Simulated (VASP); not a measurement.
# SrTiO3 (Pm-3m) in VASP: single point with HSE06

Aim: the single point of SrTiO3 with HSE06.

Program: VASP 6.6.1. These are calculated values, not measurements. Logs are shortened: lines on timing, memory, paths and dates and some standing lists are left out, and cuts for length are marked.

**1. The cell of the first run**

It takes space group Pm-3m (No. 221, cubic). The conventional cell has a = 3.907 Å, b = 3.907 Å, c = 3.907 Å, α = 90.00°, β = 90.00°, γ = 90.00°. Within 3.6 Å of Sr (site symmetry m-3m) lie 12 O at 2.76 Å and 8 Ti at 3.38 Å. Within 2.6 Å of Ti (site symmetry m-3m) lie 6 O at 1.95 Å. O (site symmetry 4/mmm) has 2 Ti at 1.95 Å within 2.6 Å.

**2. Single point, HSE06**

File POSCAR:

```
SrTiO3
1.0
    3.9068515029      0.0000000000      0.0000000000
    0.0000000000      3.9068515029      0.0000000000
    0.0000000000      0.0000000000      3.9068515029
Sr Ti O
1 1 3
Direct
    0.0000000000      0.0000000000      0.0000000000
    0.5000000000      0.5000000000      0.5000000000
    0.5000000000      0.0000000000      0.5000000000
    0.5000000000      0.5000000000      0.0000000000
    0.0000000000      0.5000000000      0.5000000000
```

File INCAR.step1:

```
SYSTEM = SrTiO3
PREC = Accurate
ENCUT = 520
EDIFF = 1E-5
ISMEAR = 0
SIGMA = 0.01
LREAL = .False.
LASPH = .True.
NELM = 100
ALGO = Normal
ISIF = 2
LWAVE = .True.
LCHARG = .False.
NBANDS = 28
GGA = PE
```

File INCAR.step2:

```
SYSTEM = SrTiO3
PREC = Accurate
ENCUT = 520
EDIFF = 1E-6
ISMEAR = 0
SIGMA = 0.01
LREAL = .False.
LASPH = .True.
NELM = 100
ALGO = Normal
ISIF = 2
LWAVE = .False.
LCHARG = .False.
GGA = PE
LHFCALC = .True.
HFSCREEN = 0.2079
PRECFOCK = Fast
NBANDS = 28
ISTART = 1
```

File KPOINTS:

```
regular mesh
0
Gamma
  4 4 4
  0 0 0
```

Potentials or basis: VASP PAW PBE potentials, release 64 (Sr_sv, Ti_sv, O).

On the command line:

```sh
cat potpaw_PBE.64/Sr_sv/POTCAR potpaw_PBE.64/Ti_sv/POTCAR potpaw_PBE.64/O/POTCAR > POTCAR
cp INCAR.step1 INCAR
mpirun -np 1 vasp_std > vasp.out
cp INCAR.step2 INCAR
mpirun -np 1 vasp_std > vasp.out
```

OUTCAR:

```text
SYSTEM = SrTiO3
   PREC = Accurate
   ENCUT = 520
   EDIFF = 1E-6
   ISMEAR = 0
   LREAL = .False.
   LASPH = .True.
   NELM = 100
   ISIF = 2
   GGA = PE
   LHFCALC = .True.
   HFSCREEN = 0.2079
   PRECFOCK = Fast
   ISTART = 1

 ion  position               nearest neighbor table
   1  0.000  0.000  0.000-   3 2.76   4 2.76   5 2.76   3 2.76   5 2.76   4 2.76   5 2.76   5 2.76
                             3 2.76   4 2.76   3 2.76   4 2.76   2 3.38   2 3.38   2 3.38   2 3.38
   2  0.500  0.500  0.500-   3 1.95   4 1.95   5 1.95   4 1.95   3 1.95   5 1.95   1 3.38   1 3.38
                             1 3.38   1 3.38   1 3.38   1 3.38   1 3.38   1 3.38
   3  0.500  0.000  0.500-   2 1.95   2 1.95   1 2.76   1 2.76   1 2.76   1 2.76
   4  0.500  0.500  0.000-   2 1.95   2 1.95   1 2.76   1 2.76   1 2.76   1 2.76
   5  0.000  0.500  0.500-   2 1.95   2 1.95   1 2.76   1 2.76   1 2.76   1 2.76

  LATTYP: Found a simple cubic cell.
 ALAT       =     3.9068515029

  Lattice vectors:

 A1 = (   3.9068515029,   0.0000000000,   0.0000000000)
 A2 = (   0.0000000000,   3.9068515029,   0.0000000000)
 A3 = (   0.0000000000,   0.0000000000,   3.9068515029)

Analysis of symmetry for initial positions (statically):
=====================================================================
 Subroutine PRICEL returns:
 Original cell was already a primitive cell.

 Routine SETGRP: Setting up the symmetry group for a
 simple cubic supercell.

 Subroutine GETGRP returns: Found 48 space group operations
 (whereof 48 operations were pure point group operations)
 out of a pool of 48 trial point group operations.

The static configuration has the point symmetry O_h .

Analysis of symmetry for dynamics (positions and initial velocities):
=====================================================================
 Subroutine PRICEL returns:
 Original cell was already a primitive cell.

 Routine SETGRP: Setting up the symmetry group for a
 simple cubic supercell.

 Subroutine GETGRP returns: Found 48 space group operations
 (whereof 48 operations were pure point group operations)
 out of a pool of 48 trial point group operations.

The dynamic configuration has the point symmetry O_h .

 Subroutine INISYM returns: Found 48 space group operations
 (whereof 48 operations are pure point group operations),
 and found     1 'primitive' translations

----------------------------------------------------------------------------------------

                                     Primitive cell

  volume of cell :      59.6322

  direct lattice vectors                    reciprocal lattice vectors
     3.906851503  0.000000000  0.000000000     0.255960586  0.000000000  0.000000000
     0.000000000  3.906851503  0.000000000     0.000000000  0.255960586  0.000000000
     0.000000000  0.000000000  3.906851503     0.000000000  0.000000000  0.255960586

  length of vectors
     3.906851503  3.906851503  3.906851503     0.255960586  0.255960586  0.255960586

  position of ions in fractional coordinates (direct lattice)
     0.000000000  0.000000000  0.000000000
     0.500000000  0.500000000  0.500000000
     0.500000000  0.000000000  0.500000000
     0.500000000  0.500000000  0.000000000
     0.000000000  0.500000000  0.500000000

  ion indices of the primitive-cell ions
   primitive index   ion index
                 1           1
                 2           2
                 3           3
                 4           4
                 5           5

----------------------------------------------------------------------------------------

 KPOINTS: regular mesh

Automatic generation of k-mesh.
 Grid dimensions read from file:
 generate k-points for:    4    4    4

 Generating k-lattice:

  Cartesian coordinates                     Fractional coordinates (reciprocal lattice)
     0.063990146  0.000000000  0.000000000     0.250000000  0.000000000  0.000000000
     0.000000000  0.063990146  0.000000000     0.000000000  0.250000000  0.000000000
     0.000000000  0.000000000  0.063990146     0.000000000  0.000000000  0.250000000

  Length of vectors
     0.063990146  0.063990146  0.063990146

  Shift w.r.t. Gamma in fractional coordinates (k-lattice)
     0.000000000  0.000000000  0.000000000

 Subroutine IBZKPT returns following result:
 ===========================================

 Found     10 irreducible k-points:

 Following reciprocal coordinates:
            Coordinates               Weight
  0.000000  0.000000  0.000000      1.000000
  0.250000  0.000000  0.000000      6.000000
  0.500000  0.000000  0.000000      3.000000
  0.250000  0.250000  0.000000     12.000000
  0.500000  0.250000  0.000000     12.000000
  0.500000  0.500000  0.000000      3.000000
  0.250000  0.250000  0.250000      8.000000
  0.500000  0.250000  0.250000     12.000000
  0.500000  0.500000  0.250000      6.000000
  0.500000  0.500000  0.500000      1.000000
   k-points           NKPTS =     10   k-points in BZ     NKDIM =     64   number of bands    NBANDS=     28
   number of dos      NEDOS =    301   number of ions     NIONS =      5
   total plane-waves  NPLWV =  27000
   dimension x,y,z NGX =    30 NGY =   30 NGZ =   30
   dimension x,y,z NGXF=    60 NGYF=   60 NGZF=   60
   ions per type =               1   1   3
   NGX,Y,Z   is equivalent  to a cutoff of  12.77, 12.77, 12.77 a.u.
   NGXF,Y,Z  is equivalent  to a cutoff of  25.53, 25.53, 25.53 a.u.
 SYSTEM =  SrTiO3
   PREC   = accura    normal or accurate (medium, high low for compatibility)
   ISTART =      1    job   : 0-new  1-cont  2-samecut
   ICHARG =      0    charge: 1-file 2-atom 10-const
   ISPIN  =      1    spin polarized calculation?
   LNONCOLLINEAR =      F non collinear calculations
   LSORBIT =      F    spin-orbit coupling
   LASPH  =      T    aspherical Exc in radial PAW
   ENCUT  =  520.0 eV  38.22 Ry    6.18 a.u.   7.26  7.26  7.26*2*pi/ulx,y,z
   NELM   =    100;   NELMIN=  2; NELMDL=  0     # of ELM steps
   EDIFF  = 0.1E-05   stopping-criterion for ELM
   LREAL  =      F    real-space projection
   EDIFFG = 0.1E-04   stopping-criterion for IOM
   NSW    =      0    number of steps for IOM
   IBRION =     -1    ionic relax: 0-MD 1-quasi-New 2-CG
   NFREE  =      0    steps in history (QN), initial steepest desc. (CG)
   ISIF   =      2    stress and relaxation
   ISYM   =      3    0-nonsym 1-usesym 2-fastsym
   POTIM  = 0.5000    time-step for ionic-motion
   TEBEG  =    0.0;   TEEND  =   0.0 temperature during run
   PSTRESS=    0.0 pullay stress
   NELECT =      40.0000    total number of electrons
   NUPDOWN=      -1.0000    fix difference up-down
   EMIN   =  10.00;   EMAX   =-10.00  energy-range for DOS
   EFERMI =   0.00;   METHOD = LEGACY
   ISMEAR =     0;   SIGMA  =   0.01  broadening in eV -4-tet -1-fermi 0-gaus
   EFERMI_NEDOS =   21; number of points for ismear=-14 and -15
   IALGO  =     38    algorithm
   IMIX   =      1    mixing-type and parameters
     AMIX     =   0.40;   BMIX     =  1.00
     AMIX_MAG =   1.60;   BMIX_MAG =  1.00
  volume/ion in A,a.u.               =      11.93        80.48
  Fermi-wavevector in a.u.,A,eV,Ry     =   1.433072  2.708113 27.942211  2.053695
  Thomas-Fermi vector in A             =   2.552630
   LORBIT       =      0    0 simple, 1 ext, 2 COOP (PROOUT), +10 PAW based schemes
   GGA     = PE    functional components
   LHFCALC =     T    Hartree Fock is set to
   PRECFOCK=fast      Normal, Fast or Accurate (Low or Medium for compatibility)
   ENCUT4O =  -1.0   cutoff for four orbital integrals eV
   NKREDX  =     1    reduce k-point grid by
   NKREDY  =     1    reduce k-point grid by
   NKREDZ  =     1    reduce k-point grid by
   AEXX    =    0.2500 exact exchange contribution
   HFSCREEN=    0.2079 screening length (either q_TF or 0.3 A-1)
   HFSCREENC=   0.2079 screening length for correlation (either q_TF or 0.3 A-1)
   ENCUTFOCK=  -1.0 apply spherical cutoff to Coloumb kernel
   IVDW    =     0    specifies the selected vdW correction
   LEPSILON=     F    determine dielectric tensor
   LRPA    =     F    only Hartree local field effects (RPA)
 non-spin polarized calculation
 Gauss-broadening in eV      SIGMA  =   0.01
  energy-cutoff  :      520.00
  volume of cell :       59.63
 maximum number of plane-waves:      1640
 NGX is ok and might be reduce to    30
  NGX = 16; NGY = 16; NGZ = 16

 number of electron      40.0000004 magnetization

 Free energy of the ion-electron system (eV)
  ---------------------------------------------------
  ext. energy  EPLUGINS =         0.00000000
  ---------------------------------------------------
  free energy    TOTEN  =       -48.61382136 eV

  energy without entropy =      -48.61382136  energy(sigma->0) =      -48.61382136

 E-fermi :   3.2567     XC(G=0):  -9.2477

 val. band max:        3.1346375513   @ k =   0.5000   0.5000   0.5000
 cond. band min:       6.4197387738   @ k =   0.0000   0.0000   0.0000
 fundamental gap:      3.2851012224
 Fermi energy:         3.2566557529

 k-point     1 :       0.0000    0.0000    0.0000
  band No.  band energies     occupation
      1     -57.7134      2.00000
      2     -32.2947      2.00000
      3     -32.2947      2.00000
      4     -32.2947      2.00000
      5     -31.5538      2.00000
      6     -15.9804      2.00000
[... 20 lines left out ...]
     27      10.1588      0.00000
     28      10.9568      0.00000

 k-point     2 :       0.2500    0.0000    0.0000
  band No.  band energies     occupation
      1     -57.7127      2.00000
      2     -32.3396      2.00000
      3     -32.2923      2.00000
      4     -32.2923      2.00000
      5     -31.5318      2.00000
      6     -15.9911      2.00000
[... 20 lines left out ...]
     27      11.1469      0.00000
     28      12.3990      0.00000

 k-point     3 :       0.5000    0.0000    0.0000
  band No.  band energies     occupation
      1     -57.7120      2.00000
      2     -32.3831      2.00000
      3     -32.2900      2.00000
      4     -32.2900      2.00000
      5     -31.5111      2.00000
      6     -16.0956      2.00000
[... 182 lines left out ...]
      3     -32.3603      2.00000
      4     -32.3215      2.00000
      5     -31.4973      2.00000
      6     -14.9288      2.00000
[... 20 lines left out ...]
     27      12.9651      0.00000
     28      13.3729      0.00000

 k-point    10 :       0.5000    0.5000    0.5000
  band No.  band energies     occupation
      1     -57.7092      2.00000
      2     -32.3577      2.00000
      3     -32.3577      2.00000
      4     -32.3577      2.00000
      5     -31.4873      2.00000
      6     -14.5348      2.00000
[... 20 lines left out ...]
     27      13.3692      0.00000
     28      13.3692      0.00000

------------------------ aborting loop because EDIFF is reached ----------------------------------------

  FORCE on cell =-STRESS in cart. coord.  units (eV):
  Direction    XX          YY          ZZ          XY          YZ          ZX
  --------------------------------------------------------------------------------------
  -------------------------------------------------------------------------------------
  Total       -0.4145885     -0.4145885     -0.4145885     -0.0000000      0.0000000     -0.0000000
  in kB      -11.1390227    -11.1390227    -11.1390227     -0.0000000      0.0000000     -0.0000000
  external PRESSURE =     -11.1390227 kB  Pullay stress =       0.0000000 kB

 VOLUME and BASIS-vectors are now :
 -----------------------------------------------------------------------------
  energy-cutoff  :      520.00
  volume of cell :       59.63
      direct lattice vectors                 reciprocal lattice vectors
     3.906851503  0.000000000  0.000000000     0.255960586  0.000000000  0.000000000
     0.000000000  3.906851503  0.000000000     0.000000000  0.255960586  0.000000000
     0.000000000  0.000000000  3.906851503     0.000000000  0.000000000  0.255960586

 POSITION                                       TOTAL-FORCE (eV/Angst)
 -----------------------------------------------------------------------------------
      0.00000      0.00000      0.00000         0.000000      0.000000      0.000000
      1.95343      1.95343      1.95343         0.000000      0.000000      0.000000
      1.95343      0.00000      1.95343         0.000000      0.000000      0.000000
      1.95343      1.95343      0.00000         0.000000      0.000000      0.000000
      0.00000      1.95343      1.95343         0.000000      0.000000      0.000000
 -----------------------------------------------------------------------------------
    total drift:                               -0.000001      0.000000      0.000000

  FREE ENERGIE OF THE ION-ELECTRON SYSTEM (eV)
  ---------------------------------------------------
  free  energy   TOTEN  =       -48.6138213561 eV

  energy  without entropy=      -48.6138213561  energy(sigma->0) =      -48.61382136
```

It took 15 min on 1 thread of Intel Xeon Platinum 8259CL at 2.50GHz (Skylake/Cascade Lake), shared host; peak memory 0.29 GiB.

Results:

| Property | Result |
| --- | --- |
| Free energy | -48.6138 eV |
| Pressure | -1.1 GPa |
| Band gap on the k mesh | 3.29 eV (least direct gap 3.67 eV) |

Caveat: the PAW data sets were made with another functional, which shifts forces and pressure a little.
